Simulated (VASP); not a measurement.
# YTiGeAs3 (R3) in VASP: further runs

YTiGeAs3 is run at these levels: PBE; tasks: single point, relaxation of cell and atoms.

Everything below comes from runs of VASP 6.6.1. Logs are shortened: lines on timing, memory, paths and dates and some standing lists are left out, and cuts for length are marked.

## Step 1: The cell of the first run

Symmetry: R3, No. 146, trigonal system. Conventional cell: a = 6.764 Å, b = 6.764 Å, c = 10.063 Å, α = 90.00°, β = 90.00°, γ = 120.00°. Within 4.0 Å of Y (site symmetry 3) lie 6 As at 2.95 Å and 4 Ge at 3.11 to 3.91 Å and 4 Ti at 3.62 to 3.91 Å. Within 3.4 Å of Ti (site symmetry 3) lie 6 As at 2.58 to 2.77 Å and 1 Ge at 3.34 Å. Ge (site symmetry 3) has 6 As at 2.57 to 3.24 Å and 1 Y at 3.11 Å and 1 Ti at 3.34 Å within 3.4 Å. As (site symmetry 1) has 2 Ge at 2.57 to 3.24 Å and 2 Ti at 2.58 to 2.77 Å and 2 Y at 2.95 Å and 6 As at 3.43 to 3.60 Å within 3.7 Å.

The cell was generated, and may not be a known phase.

## Step 2: Single point, PBE

The input, INCAR:

```
  PREC = Accurate
  ENCUT = 520
  EDIFF = 1E-6
  ISMEAR = 0
  SIGMA = 0.1
  LREAL = F
  LASPH = T
  NELM = 80
  ALGO = Normal
  ISIF = 2
  LWAVE = F
  LCHARG = T
  GGA = PE
  LELF = T
  LVHAR = T
  NBANDS = 35
```

The input, KPOINTS:

```
regular mesh
0
Gamma
  6 6 6
```

The input, POSCAR:

```
YTiGeAs3
1.0
    3.3818641261      1.9525201636      3.3543688649
   -3.3818641261      1.9525201636      3.3543688649
    0.0000000000     -3.9050403271      3.3543688649
Y Ti Ge As
1 1 1 3
Direct
    0.6625666498      0.6625666498      0.6625666498
    0.0219743511      0.0219743511      0.0219743511
    0.3539596486      0.3539596486      0.3539596486
    0.9314505852      0.1438553023      0.5377380829
    0.5377380829      0.9314505852      0.1438553023
    0.1438553023      0.5377380829      0.9314505852
```

Potentials or basis: VASP PAW PBE potentials, release 64 (Y_sv, Ti_sv, Ge_d, As).

Launch:

```sh
$ cat potpaw_PBE.64/Y_sv/POTCAR potpaw_PBE.64/Ti_sv/POTCAR potpaw_PBE.64/Ge_d/POTCAR potpaw_PBE.64/As/POTCAR > POTCAR
$ mpirun -np 1 vasp_std > vasp.out
```

OUTCAR:

```text
PREC = Accurate
   ENCUT = 520
   EDIFF = 1E-6
   ISMEAR = 0
   LREAL = F
   LASPH = T
   NELM = 80
   ISIF = 2
   GGA = PE

 ion  position               nearest neighbor table
   1  0.663  0.663  0.663-   5 2.95   4 2.95   6 2.95   5 2.95   6 2.95   4 2.95   3 3.11   2 3.62

   2  0.022  0.022  0.022-   4 2.58   6 2.58   5 2.58   4 2.77   5 2.77   6 2.77   1 3.62
   3  0.354  0.354  0.354-   6 2.57   5 2.57   4 2.57   1 3.11
   4  0.931  0.144  0.538-   3 2.57   2 2.58   2 2.77   1 2.95   1 2.95
   5  0.538  0.931  0.144-   3 2.57   2 2.58   2 2.77   1 2.95   1 2.95
   6  0.144  0.538  0.931-   3 2.57   2 2.58   2 2.77   1 2.95   1 2.95

  LATTYP: Found a trigonal (rhomboedric) cell.
 ALAT       =     5.1479248672
 COS(alpha) =     0.1368666334

  Lattice vectors:

 A1 = (   3.3818641261,   1.9525201636,   3.3543688649)
 A2 = (  -3.3818641261,   1.9525201636,   3.3543688649)
 A3 = (   0.0000000000,  -3.9050403271,   3.3543688649)

Analysis of symmetry for initial positions (statically):
=====================================================================
 Subroutine PRICEL returns:
 Original cell was already a primitive cell.

 Routine SETGRP: Setting up the symmetry group for a
 trigonal (rhombohedral) supercell.

 Subroutine GETGRP returns: Found  3 space group operations
 (whereof  3 operations were pure point group operations)
 out of a pool of 12 trial point group operations.

The static configuration has the point symmetry C_3 .

Analysis of symmetry for dynamics (positions and initial velocities):
=====================================================================
 Subroutine PRICEL returns:
 Original cell was already a primitive cell.

 Routine SETGRP: Setting up the symmetry group for a
 trigonal (rhombohedral) supercell.

 Subroutine GETGRP returns: Found  3 space group operations
 (whereof  3 operations were pure point group operations)
 out of a pool of 12 trial point group operations.

The dynamic configuration has the point symmetry C_3 .

 Subroutine INISYM returns: Found  3 space group operations
 (whereof  3 operations are pure point group operations),
 and found     1 'primitive' translations

----------------------------------------------------------------------------------------

                                     Primitive cell

  volume of cell :     132.8966

  direct lattice vectors                    reciprocal lattice vectors
     3.381864126  1.952520164  3.354368865     0.147847454  0.085359767  0.099372892
    -3.381864126  1.952520164  3.354368865    -0.147847454  0.085359767  0.099372892
     0.000000000 -3.905040327  3.354368865     0.000000000 -0.170719534  0.099372892

  length of vectors
     5.147924867  5.147924867  5.147924867     0.197535139  0.197535139  0.197535139

  position of ions in fractional coordinates (direct lattice)
     0.662566650  0.662566650  0.662566650
     0.021974351  0.021974351  0.021974351
     0.353959649  0.353959649  0.353959649
     0.931450585  0.143855302  0.537738083
     0.537738083  0.931450585  0.143855302
     0.143855302  0.537738083  0.931450585

  ion indices of the primitive-cell ions
   primitive index   ion index
                 1           1
                 2           2
                 3           3
                 4           4
                 5           5
                 6           6

----------------------------------------------------------------------------------------

 KPOINTS: regular mesh

Automatic generation of k-mesh.
 Grid dimensions read from file:
 generate k-points for:    6    6    6

 Generating k-lattice:

  Cartesian coordinates                     Fractional coordinates (reciprocal lattice)
     0.024641242  0.014226628  0.016562149     0.166666667  0.000000000  0.000000000
    -0.024641242  0.014226628  0.016562149     0.000000000  0.166666667  0.000000000
     0.000000000 -0.028453256  0.016562149    -0.000000000 -0.000000000  0.166666667

  Length of vectors
     0.032922523  0.032922523  0.032922523

  Shift w.r.t. Gamma in fractional coordinates (k-lattice)
     0.000000000  0.000000000  0.000000000

 Subroutine IBZKPT returns following result:
 ===========================================

 Found     40 irreducible k-points:

 Following reciprocal coordinates:
            Coordinates               Weight
  0.000000  0.000000  0.000000      1.000000
  0.166667  0.000000 -0.000000      6.000000
  0.333333  0.000000 -0.000000      6.000000
  0.500000 -0.000000 -0.000000      3.000000
  0.166667  0.166667 -0.000000      6.000000
  0.333333  0.166667 -0.000000      6.000000
[... 16 lines left out ...]
  0.333333  0.333333  0.166667      6.000000
  0.500000  0.333333  0.166667      6.000000
 [... further k-points ...]
   k-points           NKPTS =     40   k-points in BZ     NKDIM =     40   number of bands    NBANDS=     35
   number of dos      NEDOS =    301   number of ions     NIONS =      6
   total plane-waves  NPLWV =  64000
   dimension x,y,z NGX =    40 NGY =   40 NGZ =   40
   dimension x,y,z NGXF=    80 NGYF=   80 NGZF=   80
   ions per type =               1   1   1   3
   NGX,Y,Z   is equivalent  to a cutoff of  12.92, 12.92, 12.92 a.u.
   NGXF,Y,Z  is equivalent  to a cutoff of  25.84, 25.84, 25.84 a.u.
 SYSTEM =  unknown system
   PREC   = accura    normal or accurate (medium, high low for compatibility)
   ISTART =      0    job   : 0-new  1-cont  2-samecut
   ICHARG =      2    charge: 1-file 2-atom 10-const
   ISPIN  =      1    spin polarized calculation?
   LNONCOLLINEAR =      F non collinear calculations
   LSORBIT =      F    spin-orbit coupling
   LASPH  =      T    aspherical Exc in radial PAW
   ENCUT  =  520.0 eV  38.22 Ry    6.18 a.u.   9.57  9.57  9.57*2*pi/ulx,y,z
   NELM   =     80;   NELMIN=  2; NELMDL= -5     # of ELM steps
   EDIFF  = 0.1E-05   stopping-criterion for ELM
   LREAL  =      F    real-space projection
   EDIFFG = 0.1E-04   stopping-criterion for IOM
   NSW    =      0    number of steps for IOM
   IBRION =     -1    ionic relax: 0-MD 1-quasi-New 2-CG
   NFREE  =      0    steps in history (QN), initial steepest desc. (CG)
   ISIF   =      2    stress and relaxation
   ISYM   =      2    0-nonsym 1-usesym 2-fastsym
   POTIM  = 0.5000    time-step for ionic-motion
   TEBEG  =    0.0;   TEEND  =   0.0 temperature during run
   PSTRESS=    0.0 pullay stress
   NELECT =      52.0000    total number of electrons
   NUPDOWN=      -1.0000    fix difference up-down
   EMIN   =  10.00;   EMAX   =-10.00  energy-range for DOS
   EFERMI =   0.00;   METHOD = LEGACY
   ISMEAR =     0;   SIGMA  =   0.10  broadening in eV -4-tet -1-fermi 0-gaus
   EFERMI_NEDOS =   21; number of points for ismear=-14 and -15
   IALGO  =     38    algorithm
   IMIX   =      4    mixing-type and parameters
     AMIX     =   0.40;   BMIX     =  1.00
     AMIX_MAG =   1.60;   BMIX_MAG =  1.00
  volume/ion in A,a.u.               =      22.15       149.47
  Fermi-wavevector in a.u.,A,eV,Ry     =   1.197397  2.262752 19.507471  1.433759
  Thomas-Fermi vector in A             =   2.333313
   LORBIT       =      0    0 simple, 1 ext, 2 COOP (PROOUT), +10 PAW based schemes
   GGA     = PE    functional components
   LHFCALC =     F    Hartree Fock is set to
   AEXX    =    0.0000 exact exchange contribution
   IVDW    =     0    specifies the selected vdW correction
   LEPSILON=     F    determine dielectric tensor
   LRPA    =     F    only Hartree local field effects (RPA)
 non-spin polarized calculation
 Gauss-broadening in eV      SIGMA  =   0.10
  energy-cutoff  :      520.00
  volume of cell :      132.90
 maximum number of plane-waves:      3603
 NGX is ok and might be reduce to    40
   NGX = 19   NGY = 19   NGZ = 19

 number of electron      52.0000014 magnetization

 Free energy of the ion-electron system (eV)
  ---------------------------------------------------
  ext. energy  EPLUGINS =         0.00000000
  ---------------------------------------------------
  free energy    TOTEN  =       -35.97681247 eV

  energy without entropy =      -35.96604065  energy(sigma->0) =      -35.97142656

 E-fermi :   5.2142     XC(G=0): -10.1591

 val. band max:        5.1034746827   @ k =   0.5000  -0.1667  -0.3333
 cond. band min:       5.2151716577   @ k =   0.1667  -0.1667  -0.3333
 fundamental gap:      0.1116969750
 Fermi energy:         5.2141946542

 k-point     1 :       0.0000    0.0000    0.0000
  band No.  band energies     occupation
      1     -52.3925      2.00000
      2     -37.7107      2.00000
      3     -28.6564      2.00000
      4     -28.6564      2.00000
      5     -28.6203      2.00000
      6     -19.5265      2.00000
[... 27 lines left out ...]
     34       7.9594      0.00000
     35       8.8590      0.00000

 k-point     2 :       0.1667    0.0000   -0.0000
  band No.  band energies     occupation
      1     -52.3925      2.00000
      2     -37.7106      2.00000
      3     -28.6565      2.00000
      4     -28.6564      2.00000
      5     -28.6204      2.00000
      6     -19.5265      2.00000
[... 27 lines left out ...]
     34       8.0831      0.00000
     35       8.7059      0.00000

 k-point     3 :       0.3333    0.0000   -0.0000
  band No.  band energies     occupation
      1     -52.3926      2.00000
      2     -37.7105      2.00000
      3     -28.6567      2.00000
      4     -28.6564      2.00000
      5     -28.6205      2.00000
      6     -19.5266      2.00000
[... 27 lines left out ...]
     34       8.1958      0.00000
     35       8.7351      0.00000

 k-point     4 :       0.5000   -0.0000   -0.0000
  band No.  band energies     occupation
      1     -52.3926      2.00000
      2     -37.7105      2.00000
      3     -28.6568      2.00000
      4     -28.6564      2.00000
      5     -28.6206      2.00000
      6     -19.5266      2.00000
[... 27 lines left out ...]
     34       8.1857      0.00000
     35       8.5379      0.00000

 k-point     5 :       0.1667    0.1667   -0.0000
  band No.  band energies     occupation
      1     -52.3925      2.00000
      2     -37.7106      2.00000
      3     -28.6566      2.00000
      4     -28.6564      2.00000
      5     -28.6204      2.00000
      6     -19.5266      2.00000
[... 638 lines left out ...]
 k-point    22 :      -0.1667    0.1667    0.1667
  band No.  band energies     occupation
      1     -52.3926      2.00000
      2     -37.7105      2.00000
      3     -28.6566      2.00000
      4     -28.6565      2.00000
      5     -28.6205      2.00000
      6     -19.5265      2.00000
[... 27 lines left out ...]
     34       8.3132      0.00000
     35       8.7168      0.00000

 k-point    23 :       0.3333    0.3333    0.1667
  band No.  band energies     occupation
      1     -52.3926      2.00000
      2     -37.7103      2.00000
      3     -28.6570      2.00000
      4     -28.6567      2.00000
      5     -28.6209      2.00000
      6     -19.5266      2.00000
[... 27 lines left out ...]
     34       8.1548      0.00000
     35       8.8850      0.00000

 k-point    24 :       0.5000    0.3333    0.1667
  band No.  band energies     occupation
      1     -52.3926      2.00000
      2     -37.7103      2.00000
      3     -28.6571      2.00000
      4     -28.6567      2.00000
      5     -28.6210      2.00000
      6     -19.5266      2.00000
[... 27 lines left out ...]
     34       8.4606      0.00000
     35       8.8757      0.00000

 [... further k-points ...]
[... 5 lines left out ...]
  --------------------------------------------------------------------------------------
  -------------------------------------------------------------------------------------
  Total        0.1203683      0.1203683      0.1332219      0.0000003      0.0000000      0.0000000
  in kB        1.4511391      1.4511391      1.6060997      0.0000038      0.0000000      0.0000000
  external PRESSURE =       1.5027926 kB  Pullay stress =       0.0000000 kB

 VOLUME and BASIS-vectors are now :
 -----------------------------------------------------------------------------
  energy-cutoff  :      520.00
  volume of cell :      132.90
      direct lattice vectors                 reciprocal lattice vectors
     3.381864126  1.952520164  3.354368865     0.147847454  0.085359767  0.099372892
    -3.381864126  1.952520164  3.354368865    -0.147847454  0.085359767  0.099372892
     0.000000000 -3.905040327  3.354368865     0.000000000 -0.170719534  0.099372892

 POSITION                                       TOTAL-FORCE (eV/Angst)
 -----------------------------------------------------------------------------------
      0.00000      0.00000      6.66748         0.000000     -0.000000     -0.000920
      0.00000      0.00000      0.22113         0.000000      0.000000      0.007432
      0.00000      0.00000      3.56193         0.000000      0.000000      0.022941
      2.66354     -0.00033      5.41074        -0.005348     -0.003555     -0.009818
     -1.33148      2.30686      5.41074         0.005753     -0.002854     -0.009818
     -1.33206     -2.30653      5.41074        -0.000405      0.006409     -0.009818
 -----------------------------------------------------------------------------------
    total drift:                               -0.000000     -0.000000      0.001361

  FREE ENERGIE OF THE ION-ELECTRON SYSTEM (eV)
  ---------------------------------------------------
  free  energy   TOTEN  =       -35.9768124716 eV

  energy  without entropy=      -35.9660406544  energy(sigma->0) =      -35.97142656
```

Wall time 6.3 min (1 thread of Oxide Virtual Turin-like, shared host); peak memory 0.36 GiB.

What came out:

* Free energy: -35.9768 eV
* Pressure: 0.2 GPa
* Largest force: 0.023 eV/Å
* Band gap on the k mesh: zero (bands 26 and 27 overlap by 0.40 eV)

Forces in eV/Å, atoms in the order of the input:
```
Y    0.000  0.000 -0.001
Ti   0.000  0.000  0.007
Ge   0.000  0.000  0.023
As  -0.005 -0.004 -0.010
As   0.006 -0.003 -0.010
As   0.000  0.006 -0.010
```

Levels at points of the mesh, in eV from the Fermi level:
| k point | band 23 | band 24 | band 25 | band 26 | band 27 | band 28 | band 29 | band 30 |
| --- | --- | --- | --- | --- | --- | --- | --- | --- |
| (0.00, 0.00, 0.00) | -1.51 | -1.43 | -1.43 | -0.46 | 0.59 | 0.59 | 0.78 | 1.56 |
| (0.50, 0.00, 0.00) | -2.26 | -1.36 | -0.93 | -0.45 | 0.15 | 0.68 | 0.74 | 1.34 |
| (0.50, 0.50, 0.00) | -1.90 | -1.57 | -1.00 | -0.58 | 0.53 | 0.64 | 0.94 | 1.85 |
| (0.50, 0.50, 0.50) | -1.92 | -0.41 | -0.41 | 0.40 | 0.65 | 0.65 | 1.46 | 1.79 |

## Step 3: Relaxation of cell and atoms, PBE

The input, INCAR:

```
PREC = Accurate
ENCUT = 600
EDIFF = 1E-7
ISMEAR = 0
SIGMA = 0.1
LREAL = F
LASPH = T
NELM = 80
ALGO = Normal
ISIF = 3
LWAVE = F
LCHARG = F
GGA = PE
IBRION = 2
NSW = 100
EDIFFG = -0.01
```

KPOINTS is that of step 2.

The input, POSCAR:

```
YTiGeAs3
1.0
    3.3830320691      1.9531944758      3.3544428678
   -3.3830320691      1.9531944758      3.3544428678
    0.0000000000     -3.9063889516      3.3544428678
Y Ti Ge As
1 1 1 3
Direct
    0.6626172149      0.6626172149      0.6626172149
    0.0214727242      0.0214727242      0.0214727242
    0.3541978148      0.3541978148      0.3541978148
    0.9312407050      0.1444976018      0.5375185592
    0.5375185592      0.9312407050      0.1444976018
    0.1444976018      0.5375185592      0.9312407050
```

Potentials or basis: VASP PAW PBE potentials, release 64 (Y_sv, Ti_sv, Ge_d, As).

Launch:

```sh
$ cat potpaw_PBE.64/Y_sv/POTCAR potpaw_PBE.64/Ti_sv/POTCAR potpaw_PBE.64/Ge_d/POTCAR potpaw_PBE.64/As/POTCAR > POTCAR
$ mpirun -np 1 vasp_std > vasp.out
```

Wall time 11 min (1 thread of Oxide Virtual Turin-like, shared host); peak memory 0.42 GiB.

Results (log left out):

| Item | Value |
| --- | --- |
| Free energy | -35.9770 eV |
| Relaxed volume | 22.20 Å³/atom |
| Relaxed cell | a = 5.152 Å, b = 5.152 Å, c = 5.152 Å, α = 82.13°, β = 82.13°, γ = 82.13° |
| Space group after relaxing (to 0.1 Å) | R3 (No. 146) |
| Energy gained by relaxing | 0.0 meV/atom |
| Ionic steps | 2 |
| Pressure after relaxing | -0.1 GPa |
| Largest force after relaxing | 0.010 eV/Å |
| Band gap on the k mesh | zero (bands 26 and 27 overlap by 0.40 eV) |

Forces on the atoms (eV/Å):
```
Y    0.000  0.000  0.008
Ti   0.000  0.000  0.010
Ge   0.000  0.000  0.002
As   0.003 -0.003 -0.007
As   0.001  0.004 -0.007
As  -0.004 -0.001 -0.007
```

Final structure:
```
CELL_PARAMETERS angstrom
3.38432 1.95394 3.35685
-3.38432 1.95394 3.35685
0.00000 -3.90788 3.35685
ATOMIC_POSITIONS crystal
Y 0.66269 0.66269 0.66269
Ti 0.02159 0.02159 0.02159
Ge 0.35427 0.35427 0.35427
As 0.93117 0.14437 0.53746
As 0.53746 0.93117 0.14437
As 0.14437 0.53746 0.93117
```

Levels at points of the mesh, in eV from the Fermi level:
| k point | band 24 | band 25 | band 26 | band 27 | band 28 | band 29 |
| --- | --- | --- | --- | --- | --- | --- |
| (0.00, 0.00, 0.00) | -1.43 | -1.43 | -0.46 | 0.59 | 0.59 | 0.78 |
| (0.50, 0.00, 0.00) | -1.36 | -0.93 | -0.45 | 0.16 | 0.68 | 0.74 |
| (0.50, 0.50, 0.00) | -1.57 | -1.00 | -0.58 | 0.52 | 0.64 | 0.94 |
| (0.50, 0.50, 0.50) | -0.41 | -0.41 | 0.40 | 0.65 | 0.65 | 1.45 |

The gap in the log of VASP goes by the Fermi energy; the results here count the filled bands.